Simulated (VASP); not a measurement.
A run of VASP 6.6.1:

The input INCAR:

```
SYSTEM = LiF
PREC = Accurate ; ENCUT = 600
EDIFF = 1E-6 ; ISMEAR = 0
SIGMA = 0.02 ; LREAL = .FALSE.
LASPH = .TRUE. ; NELM = 60
ALGO = Normal ; ISIF = 3
LWAVE = .FALSE. ; LCHARG = .FALSE.
GGA = PE ; IBRION = 2
NSW = 100 ; EDIFFG = -0.01
```

The input KPOINTS:

```
Automatic mesh
0
G
  10 10 10
  0 0 0
```

POSCAR

```
LiF
1.0
    2.5846470258      0.0000000000      0.0000000000
    0.0000000000      2.5846470258      0.0000000000
    0.0000000000      0.0000000000      2.5846470258
Li F
1 1
Direct
    0.0000000000      0.0000000000      0.0000000000
    0.5000000000      0.5000000000      0.5000000000
```

Potentials or basis: VASP PAW PBE potentials, release 64 (Li_sv, F).

Command:

```console
$ cat potpaw_PBE.64/Li_sv/POTCAR potpaw_PBE.64/F/POTCAR > POTCAR
$ mpirun -np 1 vasp_std > vasp.out
```

Hardware: 1 thread of Intel(R) Xeon(R) Platinum 8259CL CPU @ 2.50GHz (Skylake/Cascade Lake), on a shared host.

Task: How long does it take, and how much memory?

Result: Wall time 19 s on 1 thread of Intel(R) Xeon(R) Platinum 8259CL CPU @ 2.50GHz (Skylake/Cascade Lake), on a shared host, peak memory 0.13 GiB. Counts: scf iterations 29, k points 56, ion steps 4.
